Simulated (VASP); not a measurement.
Crystal: NaF.

```xyz
2
Lattice="0.0000 2.2972 2.2972 2.2972 0.0000 2.2972 2.2972 2.2972 0.0000" Properties=species:S:1:pos:R:3 pbc="T T T"
Na    0.0000    0.0000    0.0000
F     2.2972    2.2972    2.2972
```

Base run:

```yaml
Program: VASP 6.6.1
Functional: HSE06
Potentials_or_basis: VASP PAW PBE potentials, release 64 (Na_pv, F)
Cutoff: 520 eV
k_mesh: 6 × 6 × 6
Occupations: gaussian, width 0.01 eV
Spin: no spin polarisation
```

Its results: band gap on the k mesh 8.60 eV; pressure 1.6 GPa.

Question: After a change of settings the same cell gave: band gap on the k mesh 7.32 eV; pressure -0.8 GPa. Which change was it?
A. functional from HSE06 to r2SCAN
B. functional from HSE06 to PBE0
C. functional from HSE06 to PBE
D. functional from HSE06 to PBE; k mesh from 6 × 6 × 6 to 10 × 10 × 10

Answer: A.

Caveats: the PAW data sets were made with another functional, which shifts forces and pressure a little.
